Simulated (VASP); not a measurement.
# W in VASP: further runs

Runs on W. Level: PBE. Tasks: single point.

Everything below comes from runs of VASP 6.6.1. Logs are shortened: lines on timing, memory, paths and dates and some standing lists are left out, and cuts for length are marked.

## Step 1: The cell of the first run

The cell holds a slab with vacuum, 5 atoms: a = 2.757 Å, b = 2.757 Å, c = 25.004 Å, α = 90.00°, β = 90.00°, γ = 109.47°.

## Step 2: Single point, PBE

The input, INCAR:

```
PREC = Accurate
ENCUT = 520
EDIFF = 1E-6
ISMEAR = -1
SIGMA = 0.1
LREAL = F
LASPH = T
NELM = 60
ALGO = Normal
ISIF = 2
LWAVE = F
LCHARG = F
LDIPOL = T
IDIPOL = 3
DIPOL = 0.5 0.5 0.500
GGA = PE
NBANDS = 43
```

The input, KPOINTS:

```
Automatic mesh
0
Gamma
  13 13 1
```

The input, POSCAR:

```
W
1.0
    2.7570193923      0.0000000000      0.0000000000
   -0.9190064641      2.5993428109      0.0000000000
    0.0000000000      0.0000000000     25.0044000000
W
5
Direct
    0.0000000000      0.0000000000      0.3199439375
    0.5000000000      0.5000000000      0.4099719685
    0.0000000000      0.0000000000      0.5000000000
    0.5000000000      0.5000000000      0.5900280315
    0.0000000000      0.0000000000      0.6800560625
```

Potentials or basis: VASP PAW PBE potentials, release 64 (W_sv).

Started as:

```bash
$ cat potpaw_PBE.64/W_sv/POTCAR > POTCAR
$ mpirun -np 1 vasp_std > vasp.out
```

OUTCAR:

```text
PREC = Accurate
   ENCUT = 520
   EDIFF = 1E-6
   ISMEAR = -1
   LREAL = F
   LASPH = T
   NELM = 60
   ISIF = 2
   GGA = PE

 ion  position               nearest neighbor table
   1  0.000  0.000  0.320-   2 2.76   2 2.76   2 3.18   2 3.18
   2  0.500  0.500  0.410-   1 2.76   1 2.76   3 2.76   3 2.76   1 3.18   1 3.18   3 3.18   3 3.18

   3  0.000  0.000  0.500-   2 2.76   4 2.76   2 2.76   4 2.76   2 3.18   4 3.18   2 3.18   4 3.18

   4  0.500  0.500  0.590-   5 2.76   5 2.76   3 2.76   3 2.76   5 3.18   5 3.18   3 3.18   3 3.18

   5  0.000  0.000  0.680-   4 2.76   4 2.76   4 3.18   4 3.18

  LATTYP: Found a base centered orthorhombic cell.
 ALAT       =     3.1835317766
 B/A-ratio  =     1.4142135624
 C/A-ratio  =     7.8542957176

  Lattice vectors:

 A1 = (   2.7570193923,   0.0000000000,   0.0000000000)
 A2 = (  -0.9190064641,   2.5993428109,   0.0000000000)
 A3 = (   0.0000000000,   0.0000000000,  25.0044000000)

Analysis of symmetry for initial positions (statically):
=====================================================================
 Subroutine PRICEL returns:
 Original cell was already a primitive cell.

 Routine SETGRP: Setting up the symmetry group for a
 base centered orthorhombic supercell.

 Subroutine GETGRP returns: Found  8 space group operations
 (whereof  8 operations were pure point group operations)
 out of a pool of  8 trial point group operations.

The static configuration has the point symmetry D_2h.

Analysis of symmetry for dynamics (positions and initial velocities):
=====================================================================
 Subroutine PRICEL returns:
 Original cell was already a primitive cell.

 Routine SETGRP: Setting up the symmetry group for a
 base centered orthorhombic supercell.

 Subroutine GETGRP returns: Found  8 space group operations
 (whereof  8 operations were pure point group operations)
 out of a pool of  8 trial point group operations.

The dynamic configuration has the point symmetry D_2h.

 Subroutine INISYM returns: Found  8 space group operations
 (whereof  8 operations are pure point group operations),
 and found     1 'primitive' translations

----------------------------------------------------------------------------------------

                                     Primitive cell

  volume of cell :     179.1925

  direct lattice vectors                    reciprocal lattice vectors
     2.757019392  0.000000000  0.000000000     0.362710543  0.128237542  0.000000000
    -0.919006464  2.599342811  0.000000000     0.000000000  0.384712627  0.000000000
     0.000000000  0.000000000 25.004400000     0.000000000  0.000000000  0.039992961

  length of vectors
     2.757019392  2.757019392 25.004400000     0.384712627  0.384712627  0.039992961

  position of ions in fractional coordinates (direct lattice)
     0.000000000  0.000000000  0.319943937
     0.500000000  0.500000000  0.409971969
     0.000000000  0.000000000  0.500000000
     0.500000000  0.500000000  0.590028031
     0.000000000  0.000000000  0.680056063

  ion indices of the primitive-cell ions
   primitive index   ion index
                 1           1
                 2           2
                 3           3
                 4           4
                 5           5

----------------------------------------------------------------------------------------

 KPOINTS: Automatic mesh

Automatic generation of k-mesh.
 Grid dimensions read from file:
 generate k-points for:   13   13    1

 Generating k-lattice:

  Cartesian coordinates                     Fractional coordinates (reciprocal lattice)
     0.027900811  0.009864426  0.000000000     0.076923077  0.000000000  0.000000000
     0.000000000  0.029593279  0.000000000     0.000000000  0.076923077  0.000000000
     0.000000000  0.000000000  0.039992961     0.000000000  0.000000000  1.000000000

  Length of vectors
     0.029593279  0.029593279  0.039992961

  Shift w.r.t. Gamma in fractional coordinates (k-lattice)
     0.000000000  0.000000000  0.000000000

 Subroutine IBZKPT returns following result:
 ===========================================

 Found     49 irreducible k-points:

 Following reciprocal coordinates:
            Coordinates               Weight
  0.000000  0.000000  0.000000      1.000000
  0.076923 -0.000000  0.000000      4.000000
  0.153846  0.000000  0.000000      4.000000
  0.230769  0.000000  0.000000      4.000000
  0.307692  0.000000  0.000000      4.000000
  0.384615 -0.000000  0.000000      4.000000
[... 16 lines left out ...]
  0.384615  0.153846  0.000000      4.000000
  0.461538  0.153846  0.000000      4.000000
 [... further k-points ...]
   k-points           NKPTS =     49   k-points in BZ     NKDIM =     49   number of bands    NBANDS=     43
   number of dos      NEDOS =    301   number of ions     NIONS =      5
   total plane-waves  NPLWV = 110592
   dimension x,y,z NGX =    24 NGY =   24 NGZ =  192
   dimension x,y,z NGXF=    48 NGYF=   48 NGZF=  384
   ions per type =               5
   NGX,Y,Z   is equivalent  to a cutoff of  14.47, 14.47, 12.77 a.u.
   NGXF,Y,Z  is equivalent  to a cutoff of  28.94, 28.94, 25.53 a.u.
 SYSTEM =  unknown system
   PREC   = accura    normal or accurate (medium, high low for compatibility)
   ISTART =      0    job   : 0-new  1-cont  2-samecut
   ICHARG =      2    charge: 1-file 2-atom 10-const
   ISPIN  =      1    spin polarized calculation?
   LNONCOLLINEAR =      F non collinear calculations
   LSORBIT =      F    spin-orbit coupling
   LASPH  =      T    aspherical Exc in radial PAW
   ENCUT  =  520.0 eV  38.22 Ry    6.18 a.u.   5.13  5.13 46.49*2*pi/ulx,y,z
   NELM   =     60;   NELMIN=  2; NELMDL= -5     # of ELM steps
   EDIFF  = 0.1E-05   stopping-criterion for ELM
   LREAL  =      F    real-space projection
   EDIFFG = 0.1E-04   stopping-criterion for IOM
   NSW    =      0    number of steps for IOM
   IBRION =     -1    ionic relax: 0-MD 1-quasi-New 2-CG
   NFREE  =      0    steps in history (QN), initial steepest desc. (CG)
   ISIF   =      2    stress and relaxation
   ISYM   =      2    0-nonsym 1-usesym 2-fastsym
   POTIM  = 0.5000    time-step for ionic-motion
   TEBEG  =    0.0;   TEEND  =   0.0 temperature during run
   PSTRESS=    0.0 pullay stress
   NELECT =      70.0000    total number of electrons
   NUPDOWN=      -1.0000    fix difference up-down
   EMIN   =  10.00;   EMAX   =-10.00  energy-range for DOS
   EFERMI =   0.00;   METHOD = LEGACY
   ISMEAR =    -1;   SIGMA  =   0.10  broadening in eV -4-tet -1-fermi 0-gaus
   EFERMI_NEDOS =   21; number of points for ismear=-14 and -15
   IALGO  =     38    algorithm
   IMIX   =      4    mixing-type and parameters
     AMIX     =   0.40;   BMIX     =  1.00
     AMIX_MAG =   1.60;   BMIX_MAG =  1.00
  volume/ion in A,a.u.               =      35.84       241.85
  Fermi-wavevector in a.u.,A,eV,Ry     =   1.196743  2.261516 19.486181  1.432194
  Thomas-Fermi vector in A             =   2.332676
   LORBIT       =      0    0 simple, 1 ext, 2 COOP (PROOUT), +10 PAW based schemes
   GGA     = PE    functional components
   LHFCALC =     F    Hartree Fock is set to
   AEXX    =    0.0000 exact exchange contribution
   IVDW    =     0    specifies the selected vdW correction
   LEPSILON=     F    determine dielectric tensor
   LRPA    =     F    only Hartree local field effects (RPA)
 non-spin polarized calculation
  energy-cutoff  :      520.00
  volume of cell :      179.19
 maximum number of plane-waves:      4874
 NGX is ok and might be reduce to    24
   NGX = 11   NGY = 11   NGZ = 93

 dipolmoment           0.000000      0.000000     -0.000000 electrons x Angstroem

 number of electron      69.9999997 magnetization

 dipolmoment           0.000000      0.000000      0.000000 electrons x Angstroem

 Free energy of the ion-electron system (eV)
  ---------------------------------------------------
  ext. energy  EPLUGINS =         0.00000000
  ---------------------------------------------------
  free energy    TOTEN  =       -61.85310098 eV

  energy without entropy =      -61.73416424  energy(sigma->0) =      -61.79363261

 E-fermi :   2.4274     XC(G=0):  -6.9680

 val. band max:        2.4167807319   @ k =   0.3077   0.1538   0.0000
 cond. band min:       2.4299754885   @ k =   0.3846   0.0769   0.0000
 fundamental gap:      0.0131947567
 Fermi energy:         2.4274162188

 k-point     1 :       0.0000    0.0000    0.0000
  band No.  band energies     occupation
      1     -71.8177      2.00000
      2     -71.7949      2.00000
      3     -71.7138      2.00000
      4     -71.6200      2.00000
      5     -71.6194      2.00000
      6     -36.5282      2.00000
[... 35 lines left out ...]
     42       4.3766      0.00000
     43       4.6356      0.00000

 k-point     2 :       0.0769   -0.0000    0.0000
  band No.  band energies     occupation
      1     -71.8129      2.00000
      2     -71.7910      2.00000
      3     -71.7111      2.00000
      4     -71.6168      2.00000
      5     -71.6163      2.00000
      6     -36.5098      2.00000
[... 35 lines left out ...]
     42       4.3294      0.00000
     43       4.5259      0.00000

 k-point     3 :       0.1538    0.0000    0.0000
  band No.  band energies     occupation
      1     -71.7995      2.00000
      2     -71.7803      2.00000
      3     -71.7038      2.00000
      4     -71.6081      2.00000
      5     -71.6077      2.00000
      6     -36.4578      2.00000
[... 919 lines left out ...]
      6     -36.5063      2.00000
[... 35 lines left out ...]
     42       5.2626      0.00000
     43       5.5707      0.00000

 k-point    24 :       0.4615    0.1538    0.0000
  band No.  band energies     occupation
      1     -71.7192      2.00000
      2     -71.7173      2.00000
      3     -71.6620      2.00000
      4     -71.5548      2.00000
      5     -71.5547      2.00000
      6     -36.5488      2.00000
[... 35 lines left out ...]
     42       5.2268      0.00000
     43       5.5716      0.00000

 [... further k-points ...]

------------------------ aborting loop because EDIFF is reached ----------------------------------------

 vacuum level on the upper side and lower side of the slab       (xc-potential included)        -0.167        -0.167

  FORCE on cell =-STRESS in cart. coord.  units (eV):
  Direction    XX          YY          ZZ          XY          YZ          ZX
  --------------------------------------------------------------------------------------
  -------------------------------------------------------------------------------------
  Total       -4.8522292     -5.2669822     -2.5908747     -0.5865494      0.0000000      0.0000000
  in kB      -43.3842476    -47.0925945    -23.1652598     -5.2443946      0.0000000      0.0000000
  external PRESSURE =     -37.8807007 kB  Pullay stress =       0.0000000 kB

 VOLUME and BASIS-vectors are now :
 -----------------------------------------------------------------------------
  energy-cutoff  :      520.00
  volume of cell :      179.19
      direct lattice vectors                 reciprocal lattice vectors
     2.757019392  0.000000000  0.000000000     0.362710543  0.128237542  0.000000000
    -0.919006464  2.599342811  0.000000000     0.000000000  0.384712627  0.000000000
     0.000000000  0.000000000 25.004400000     0.000000000  0.000000000  0.039992961

 POSITION                                       TOTAL-FORCE (eV/Angst)
 -----------------------------------------------------------------------------------
      0.00000      0.00000      8.00001         0.000000      0.000000      0.602329
      0.91901      1.29967     10.25110        -0.000000     -0.000000     -0.642293
      0.00000      0.00000     12.50220         0.000000      0.000000      0.000000
      0.91901      1.29967     14.75330         0.000000      0.000000      0.642293
      0.00000      0.00000     17.00439         0.000000     -0.000000     -0.602329
 -----------------------------------------------------------------------------------
    total drift:                                0.000000     -0.000000      0.000000

  FREE ENERGIE OF THE ION-ELECTRON SYSTEM (eV)
  ---------------------------------------------------
  free  energy   TOTEN  =       -61.8531009771 eV

  energy  without entropy=      -61.7341642361  energy(sigma->0) =      -61.79363261

 vacuum level on the upper side and lower side of the slab         7.185         7.185
```

It took 21 min on 1 thread of Oxide Virtual Turin-like, shared host; peak memory 0.43 GiB.

What came out:

```
Free energy            : -61.8531 eV
Largest force          : 0.642 eV/Å
Band gap on the k mesh : zero (bands 35 and 36 overlap by 1.69 eV)
```

Forces on the atoms (eV/Å):
```
W    0.000  0.000  0.602
W    0.000  0.000 -0.642
W    0.000  0.000  0.000
W    0.000  0.000  0.642
W    0.000  0.000 -0.602
```

Caveat: spin-orbit coupling is left out, which moves the levels of the heavy elements.

## Step 3: Single point, PBE

INCAR is that of step 2.

The input, KPOINTS:

```
regular mesh
0
Gamma
  13 13 1
```

The input, POSCAR:

```
W
1.0
    2.7570193923      0.0000000000      0.0000000000
   -0.9190064641      2.5993428109      0.0000000000
    0.0000000000      0.0000000000     25.0044000000
W
5
Direct
    0.0000000000      0.0000000000      0.3228505461
    0.5000000000      0.5000000000      0.4097034108
    0.0000000000      0.0000000000      0.5000000000
    0.5000000000      0.5000000000      0.5902965887
    0.0000000000      0.0000000000      0.6771494544
```

Potentials or basis: VASP PAW PBE potentials, release 64 (W_sv).

Started as:

```bash
$ cat potpaw_PBE.64/W_sv/POTCAR > POTCAR
$ mpirun -np 1 vasp_std > vasp.out
```

OUTCAR:

```text
PREC = Accurate
   ENCUT = 520
   EDIFF = 1E-6
   ISMEAR = -1
   LREAL = F
   LASPH = T
   NELM = 60
   ISIF = 2
   GGA = PE

 ion  position               nearest neighbor table
   1  0.000  0.000  0.323-   2 2.69   2 2.69   2 3.13   2 3.13
   2  0.500  0.500  0.410-   1 2.69   1 2.69   3 2.76   3 2.76   1 3.13   1 3.13   3 3.19   3 3.19

   3  0.000  0.000  0.500-   4 2.76   4 2.76   2 2.76   2 2.76   4 3.19   4 3.19   2 3.19   2 3.19

   4  0.500  0.500  0.590-   5 2.69   5 2.69   3 2.76   3 2.76   5 3.13   5 3.13   3 3.19   3 3.19

   5  0.000  0.000  0.677-   4 2.69   4 2.69   4 3.13   4 3.13

  LATTYP: Found a base centered orthorhombic cell.
 ALAT       =     3.1835317766
 B/A-ratio  =     1.4142135624
 C/A-ratio  =     7.8542957176

  Lattice vectors:

 A1 = (   2.7570193923,   0.0000000000,   0.0000000000)
 A2 = (  -0.9190064641,   2.5993428109,   0.0000000000)
 A3 = (   0.0000000000,   0.0000000000,  25.0044000000)

Analysis of symmetry for initial positions (statically):
=====================================================================
 Subroutine PRICEL returns:
[... 189 lines left out ...]
  band No.  band energies     occupation
      1     -71.7389      2.00000
      2     -71.7101      2.00000
      3     -71.6501      2.00000
      4     -71.5210      2.00000
      5     -71.5204      2.00000
      6     -36.4875      2.00000
[... 1093 lines left out ...]
     42       5.3423      0.00000
     43       5.7047      0.00000

 [... further k-points ...]

------------------------ aborting loop because EDIFF is reached ----------------------------------------

 vacuum level on the upper side and lower side of the slab       (xc-potential included)        -0.144        -0.144

  FORCE on cell =-STRESS in cart. coord.  units (eV):
  Direction    XX          YY          ZZ          XY          YZ          ZX
  --------------------------------------------------------------------------------------
  -------------------------------------------------------------------------------------
  Total       -3.0746409     -3.5562927      0.2179631     -0.6811585      0.0000000      0.0000000
  in kB      -27.4906597    -31.7971549      1.9488293     -6.0903039      0.0000000      0.0000000
  external PRESSURE =     -19.1129951 kB  Pullay stress =       0.0000000 kB

 VOLUME and BASIS-vectors are now :
 -----------------------------------------------------------------------------
  energy-cutoff  :      520.00
  volume of cell :      179.19
      direct lattice vectors                 reciprocal lattice vectors
     2.757019392  0.000000000  0.000000000     0.362710543  0.128237542  0.000000000
    -0.919006464  2.599342811  0.000000000     0.000000000  0.384712627  0.000000000
     0.000000000  0.000000000 25.004400000     0.000000000  0.000000000  0.039992961

 POSITION                                       TOTAL-FORCE (eV/Angst)
 -----------------------------------------------------------------------------------
      0.00000      0.00000      8.07268         0.000000     -0.000000     -0.032607
      0.91901      1.29967     10.24439        -0.000000      0.000000      0.002324
      0.00000      0.00000     12.50220        -0.000000      0.000000      0.000000
      0.91901      1.29967     14.76001         0.000000      0.000000     -0.002324
      0.00000      0.00000     16.93172         0.000000      0.000000      0.032607
 -----------------------------------------------------------------------------------
    total drift:                                0.000000      0.000000      0.000000

  FREE ENERGIE OF THE ION-ELECTRON SYSTEM (eV)
  ---------------------------------------------------
  free  energy   TOTEN  =       -61.9004584725 eV

  energy  without entropy=      -61.7854435793  energy(sigma->0) =      -61.84295103

 vacuum level on the upper side and lower side of the slab         7.144         7.144
```

OSZICAR:

```text
N       E                     dE             d eps       ncg     rms          rms(c)
DAV:   1     0.900314530868E+03    0.90031E+03   -0.44560E+04  4918   0.165E+03
DAV:   2    -0.258225616639E+02   -0.92614E+03   -0.91093E+03  4759   0.524E+02
DAV:   3    -0.639957833175E+02   -0.38173E+02   -0.37170E+02  5208   0.108E+02
[... 18 lines left out ...]
DAV:  22    -0.619004446194E+02   -0.12207E-04   -0.84458E-07  2964   0.488E-03    0.270E-03
DAV:  23    -0.619004527846E+02   -0.81652E-05   -0.26909E-07  2681   0.339E-03    0.276E-03
DAV:  24    -0.619004567652E+02   -0.39806E-05   -0.21390E-07  2694   0.261E-03    0.175E-03
DAV:  25    -0.619004582774E+02   -0.15122E-05   -0.99202E-08  2576   0.131E-03    0.747E-04
DAV:  26    -0.619004584725E+02   -0.19509E-06   -0.15027E-08  2423   0.556E-04
   1 F= -.61900458E+02 E0= -.61842951E+02  d E =-.115015E+00
```

It took 23 min on 1 thread of Oxide Virtual Turin-like, shared host; peak memory 0.44 GiB.

What came out:

```yaml
Free_energy: -61.9005 eV
Largest_force: 0.033 eV/Å
Band_gap_on_the_k_mesh: zero (bands 35 and 36 overlap by 1.88 eV)
```

Forces on the atoms (eV/Å):
```
W    0.000  0.000 -0.033
W    0.000  0.000  0.002
W    0.000  0.000  0.000
W    0.000  0.000 -0.002
W    0.000  0.000  0.033
```

Levels at points of the mesh, in eV from the Fermi level:
```csv
k point,band 33,band 34,band 35,band 36,band 37,band 38
"(0.00, 0.00, 0.00)",-1.18,-1.13,-0.94,-0.06,0.00,0.69
```

Caveat: spin-orbit coupling is left out, which moves the levels of the heavy elements.

The gap in the log of VASP goes by the Fermi energy; the results here count the filled bands.